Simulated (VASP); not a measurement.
# Rb3W (Pm-3m) in VASP: relaxation of cell and atoms with PBE

Aim: the relaxation of cell and atoms of Rb3W with PBE.

All numbers are computed with VASP 6.6.1; they aren't measurements. Logs are shortened: lines on timing, memory, paths and dates and some standing lists are left out, and cuts for length are marked.

## 1. The cell of the first run

Symmetry: Pm-3m, No. 221, cubic system. The conventional cell has a = 5.702 Å, b = 5.702 Å, c = 5.702 Å, α = 90.00°, β = 90.00°, γ = 90.00°. Within 5.3 Å of Rb (site symmetry 4/mmm) lie 8 Rb at 4.03 Å and 4 W at 4.03 Å. W (site symmetry m-3m) has 12 Rb at 4.03 Å within 5.3 Å.

## 2. Relaxation of cell and atoms, PBE

Contents of INCAR:

```
SYSTEM = Rb3W
PREC     = Accurate       ! precision mode
ENCUT    = 600            ! plane-wave cutoff, eV
EDIFF    = 1E-6           ! SCF threshold, eV
ISMEAR   = 0              ! smearing method
SIGMA    = 0.1            ! smearing width, eV
LREAL    = .FALSE.        ! projectors in reciprocal space
LASPH    = .TRUE.         ! aspherical terms in the spheres
NELM     = 80             ! most SCF steps
ALGO     = Fast           ! electronic algorithm
ISIF     = 3              ! what is computed and relaxed
LWAVE    = .FALSE.        ! write WAVECAR
LCHARG   = .FALSE.        ! write CHGCAR
GGA      = PE             ! functional
IBRION   = 2              ! ionic algorithm
NSW      = 100            ! ionic steps
EDIFFG   = -0.01          ! ionic threshold
```

Contents of KPOINTS:

```
regular mesh
0
G
  8 8 8
  0 0 0
```

Contents of POSCAR:

```
Rb3W
1.0
    5.7015832940      0.0000000000      0.0000000000
    0.0000000000      5.7015832940      0.0000000000
    0.0000000000      0.0000000000      5.7015832940
Rb W
3 1
Direct
    0.0000000000      0.5000000000      0.5000000000
    0.5000000000      0.0000000000      0.5000000000
    0.5000000000      0.5000000000      0.0000000000
    0.0000000000      0.0000000000      0.0000000000
```

Potentials or basis: VASP PAW PBE potentials, release 64 (Rb_sv, W_sv).

Started as:

```console
$ cat potpaw_PBE.64/Rb_sv/POTCAR potpaw_PBE.64/W_sv/POTCAR > POTCAR
$ mpirun -np 1 vasp_std > vasp.out
```

OUTCAR:

```text
SYSTEM = Rb3W
   PREC = Accurate
   ENCUT = 600
   EDIFF = 1E-6
   ISMEAR = 0
   LREAL = .FALSE.
   LASPH = .TRUE.
   NELM = 80
   ISIF = 3
   GGA = PE
   IBRION = 2
   NSW = 100
   EDIFFG = -0.01

 ion  position               nearest neighbor table
   1  0.000  0.500  0.500-   2 4.03   3 4.03   4 4.03   3 4.03   4 4.03   2 4.03   4 4.03   4 4.03
                             2 4.03   3 4.03   3 4.03   2 4.03
   2  0.500  0.000  0.500-   1 4.03   3 4.03   4 4.03   3 4.03   4 4.03   1 4.03   3 4.03   3 4.03
                             1 4.03   4 4.03   4 4.03   1 4.03
   3  0.500  0.500  0.000-   1 4.03   2 4.03   4 4.03   1 4.03   2 4.03   2 4.03   4 4.03   2 4.03
                             1 4.03   4 4.03   1 4.03   4 4.03
   4  0.000  0.000  0.000-   1 4.03   2 4.03   3 4.03   1 4.03   2 4.03   1 4.03   3 4.03   1 4.03
                             2 4.03   3 4.03   2 4.03   3 4.03

  LATTYP: Found a simple cubic cell.
 ALAT       =     5.7015832940

  Lattice vectors:

 A1 = (   5.7015832940,   0.0000000000,   0.0000000000)
 A2 = (   0.0000000000,   5.7015832940,   0.0000000000)
 A3 = (   0.0000000000,   0.0000000000,   5.7015832940)

Analysis of symmetry for initial positions (statically):
=====================================================================
 Subroutine PRICEL returns:
 Original cell was already a primitive cell.

 Routine SETGRP: Setting up the symmetry group for a
 simple cubic supercell.

 Subroutine GETGRP returns: Found 48 space group operations
 (whereof 48 operations were pure point group operations)
 out of a pool of 48 trial point group operations.

The static configuration has the point symmetry O_h .

Analysis of symmetry for dynamics (positions and initial velocities):
=====================================================================
 Subroutine PRICEL returns:
 Original cell was already a primitive cell.

 Routine SETGRP: Setting up the symmetry group for a
 simple cubic supercell.

 Subroutine GETGRP returns: Found 48 space group operations
 (whereof 48 operations were pure point group operations)
 out of a pool of 48 trial point group operations.

The dynamic configuration has the point symmetry O_h .

 Subroutine INISYM returns: Found 48 space group operations
 (whereof 48 operations are pure point group operations),
 and found     1 'primitive' translations

----------------------------------------------------------------------------------------

                                     Primitive cell

  volume of cell :     185.3474

  direct lattice vectors                    reciprocal lattice vectors
     5.701583294  0.000000000  0.000000000     0.175389878  0.000000000  0.000000000
     0.000000000  5.701583294  0.000000000     0.000000000  0.175389878  0.000000000
     0.000000000  0.000000000  5.701583294     0.000000000  0.000000000  0.175389878

  length of vectors
     5.701583294  5.701583294  5.701583294     0.175389878  0.175389878  0.175389878

  position of ions in fractional coordinates (direct lattice)
     0.000000000  0.500000000  0.500000000
     0.500000000  0.000000000  0.500000000
     0.500000000  0.500000000  0.000000000
     0.000000000  0.000000000  0.000000000

  ion indices of the primitive-cell ions
   primitive index   ion index
                 1           1
                 2           2
                 3           3
                 4           4

----------------------------------------------------------------------------------------

 KPOINTS: regular mesh

Automatic generation of k-mesh.
 Grid dimensions read from file:
 generate k-points for:    8    8    8

 Generating k-lattice:

  Cartesian coordinates                     Fractional coordinates (reciprocal lattice)
     0.021923735  0.000000000  0.000000000     0.125000000  0.000000000  0.000000000
     0.000000000  0.021923735  0.000000000     0.000000000  0.125000000  0.000000000
     0.000000000  0.000000000  0.021923735     0.000000000  0.000000000  0.125000000

  Length of vectors
     0.021923735  0.021923735  0.021923735

  Shift w.r.t. Gamma in fractional coordinates (k-lattice)
     0.000000000  0.000000000  0.000000000

 Subroutine IBZKPT returns following result:
 ===========================================

 Found     35 irreducible k-points:

 Following reciprocal coordinates:
            Coordinates               Weight
  0.000000  0.000000  0.000000      1.000000
  0.125000  0.000000  0.000000      6.000000
  0.250000  0.000000  0.000000      6.000000
  0.375000  0.000000  0.000000      6.000000
  0.500000  0.000000  0.000000      3.000000
  0.125000  0.125000  0.000000     12.000000
[... 16 lines left out ...]
  0.375000  0.375000  0.125000     24.000000
  0.500000  0.375000  0.125000     24.000000
 [... further k-points ...]
   k-points           NKPTS =     35   k-points in BZ     NKDIM =     35   number of bands    NBANDS=     24
   number of dos      NEDOS =    301   number of ions     NIONS =      4
   total plane-waves  NPLWV = 110592
   dimension x,y,z NGX =    48 NGY =   48 NGZ =   48
   dimension x,y,z NGXF=    96 NGYF=   96 NGZF=   96
   ions per type =               3   1
   NGX,Y,Z   is equivalent  to a cutoff of  14.00, 14.00, 14.00 a.u.
   NGXF,Y,Z  is equivalent  to a cutoff of  27.99, 27.99, 27.99 a.u.
 SYSTEM =  Rb3W
   PREC   = accura    normal or accurate (medium, high low for compatibility)
   ISTART =      0    job   : 0-new  1-cont  2-samecut
   ICHARG =      2    charge: 1-file 2-atom 10-const
   ISPIN  =      1    spin polarized calculation?
   LNONCOLLINEAR =      F non collinear calculations
   LSORBIT =      F    spin-orbit coupling
   LASPH  =      T    aspherical Exc in radial PAW
   ENCUT  =  600.0 eV  44.10 Ry    6.64 a.u.  11.39 11.39 11.39*2*pi/ulx,y,z
   NELM   =     80;   NELMIN=  2; NELMDL= -5     # of ELM steps
   EDIFF  = 0.1E-05   stopping-criterion for ELM
   LREAL  =      F    real-space projection
   EDIFFG = -.1E-01   stopping-criterion for IOM
   NSW    =    100    number of steps for IOM
   IBRION =      2    ionic relax: 0-MD 1-quasi-New 2-CG
   NFREE  =      1    steps in history (QN), initial steepest desc. (CG)
   ISIF   =      3    stress and relaxation
   ISYM   =      2    0-nonsym 1-usesym 2-fastsym
   POTIM  = 0.5000    time-step for ionic-motion
   TEBEG  =    0.0;   TEEND  =   0.0 temperature during run
   PSTRESS=    0.0 pullay stress
   NELECT =      41.0000    total number of electrons
   NUPDOWN=      -1.0000    fix difference up-down
   EMIN   =  10.00;   EMAX   =-10.00  energy-range for DOS
   EFERMI =   0.00;   METHOD = LEGACY
   ISMEAR =     0;   SIGMA  =   0.10  broadening in eV -4-tet -1-fermi 0-gaus
   EFERMI_NEDOS =   21; number of points for ismear=-14 and -15
   IALGO  =     68    algorithm
   IMIX   =      4    mixing-type and parameters
     AMIX     =   0.40;   BMIX     =  1.00
     AMIX_MAG =   1.60;   BMIX_MAG =  1.00
  volume/ion in A,a.u.               =      46.34       312.70
  Fermi-wavevector in a.u.,A,eV,Ry     =   0.990088  1.870996 13.337452  0.980275
  Thomas-Fermi vector in A             =   2.121734
   LORBIT       =      0    0 simple, 1 ext, 2 COOP (PROOUT), +10 PAW based schemes
   GGA     = PE    functional components
   LHFCALC =     F    Hartree Fock is set to
   AEXX    =    0.0000 exact exchange contribution
   IVDW    =     0    specifies the selected vdW correction
   LEPSILON=     F    determine dielectric tensor
   LRPA    =     F    only Hartree local field effects (RPA)
 conjugate gradient relaxation of ions
 non-spin polarized calculation
 RMM-DIIS sequential band-by-band and
 Gauss-broadening in eV      SIGMA  =   0.10
  energy-cutoff  :      600.00
  volume of cell :      185.35
 maximum number of plane-waves:      6216
 NGX is ok and might be reduce to    48
   NGX = 23   NGY = 23   NGZ = 23

--------------------------------------- Ionic step        1  -------------------------------------------

 number of electron      41.0000000 magnetization

 Free energy of the ion-electron system (eV)
  ---------------------------------------------------
  ext. energy  EPLUGINS =         0.00000000
  ---------------------------------------------------
  free energy    TOTEN  =        -7.61596059 eV

  energy without entropy =       -7.49580613  energy(sigma->0) =       -7.55588336

------------------------ aborting loop because EDIFF is reached ----------------------------------------

  FORCE on cell =-STRESS in cart. coord.  units (eV):
  Direction    XX          YY          ZZ          XY          YZ          ZX
  --------------------------------------------------------------------------------------
  -------------------------------------------------------------------------------------
  Total        0.1722759      0.1722759      0.1722759      0.0000000     -0.0000000      0.0000000
  in kB        1.4891851      1.4891851      1.4891851      0.0000000     -0.0000000      0.0000000
  external PRESSURE =       1.4891851 kB  Pullay stress =       0.0000000 kB
[... 61 lines left out ...]
  energy  without entropy=       -7.4958450397  energy(sigma->0) =       -7.55634478

--------------------------------------- Ionic step        3  -------------------------------------------

 number of electron      40.9999998 magnetization

 Free energy of the ion-electron system (eV)
  ---------------------------------------------------
  ext. energy  EPLUGINS =         0.00000000
  ---------------------------------------------------
  free energy    TOTEN  =        -7.61758666 eV

  energy without entropy =       -7.49497612  energy(sigma->0) =       -7.55628139

 E-fermi :   1.4588     XC(G=0):  -7.4940

 val. band max:        1.4580237760   @ k =   0.3750   0.1250   0.1250
 cond. band min:       1.4600613674   @ k =   0.5000   0.1250   0.1250
 fundamental gap:      0.0020375914
 Fermi energy:         1.4588219499

 k-point     1 :       0.0000    0.0000    0.0000
  band No.  band energies     occupation
      1     -72.3714      2.00000
      2     -36.5455      2.00000
      3     -36.5455      2.00000
      4     -36.5455      2.00000
      5     -26.7065      2.00000
      6     -26.6366      2.00000
[... 637 lines left out ...]
     23       1.8025      0.00000
     24       2.1005      0.00000

 [... further k-points ...]

------------------------ aborting loop because EDIFF is reached ----------------------------------------

  FORCE on cell =-STRESS in cart. coord.  units (eV):
  Direction    XX          YY          ZZ          XY          YZ          ZX
  --------------------------------------------------------------------------------------
  -------------------------------------------------------------------------------------
  Total        0.0081534      0.0081534      0.0081534      0.0000000      0.0000000      0.0000000
  in kB        0.0692086      0.0692086      0.0692086      0.0000000      0.0000000      0.0000000
  external PRESSURE =       0.0692086 kB  Pullay stress =       0.0000000 kB
[... 19 lines left out ...]
  FREE ENERGIE OF THE ION-ELECTRON SYSTEM (eV)
  ---------------------------------------------------
  free  energy   TOTEN  =        -7.6175866559 eV

  energy  without entropy=       -7.4949761168  energy(sigma->0) =       -7.55628139

 reached required accuracy - stopping structural energy minimisation
```

Run time: 6.8 min. Hardware: 1 thread of Intel Xeon 6975P-C (Granite Rapids), shared host; peak memory 0.48 GiB.

What came out:

```
Free energy                           : -7.6176 eV
Relaxed volume                        : 47.19 Å³/atom
Relaxed cell                          : a = 5.736 Å, b = 5.736 Å, c = 5.736 Å, α = 90.00°, β = 90.00°, γ = 90.00°
Space group after relaxing (to 0.1 Å) : Pm-3m (No. 221)
Energy gained by relaxing             : 0.4 meV/atom
Ionic steps                           : 3
Pressure after relaxing               : 0.0 GPa
Band gap on the k mesh                : zero (an odd number of electrons rules out a gap without spin polarisation)
```

Step by step:
| step | energy change (eV) | largest force (eV/Å) | pressure (GPa) | volume (Å³) |
| --- | --- | --- | --- | --- |
| 1 | 0.0000 | 0.0000 | 0.15 | 185.35 |
| 2 | -0.0009 | 0.0000 | 0.10 | 186.51 |
| 3 | -0.0016 | 0.0000 | 0.01 | 188.75 |

Final structure:
```
CELL_PARAMETERS angstrom
5.73627 0.00000 0.00000
0.00000 5.73627 0.00000
0.00000 0.00000 5.73627
ATOMIC_POSITIONS crystal
Rb 0.00000 0.50000 0.50000
Rb 0.50000 0.00000 0.50000
Rb 0.50000 0.50000 0.00000
W 0.00000 0.00000 0.00000
```

Levels at points of the mesh, in eV from the Fermi level:
```
           k point  band 16  band 17  band 18  band 19  band 20  band 21  band 22  band 23  band 24
(0.00, 0.00, 0.00)   -12.05    -3.28    -0.51    -0.51    -0.13    -0.11    -0.11    -0.11     2.55
(0.50, 0.00, 0.00)   -12.09    -2.43    -0.86    -0.23    -0.02     0.07     0.07     0.17     1.17
(0.50, 0.50, 0.00)   -11.99    -2.00    -0.37     0.01     0.07     0.07     0.16     0.16     0.33
(0.50, 0.50, 0.50)   -11.99    -2.12    -0.47    -0.47    -0.47     0.26     0.26     1.41     1.41
```

Caveat: spin-orbit coupling is left out, which moves the levels of the heavy elements.
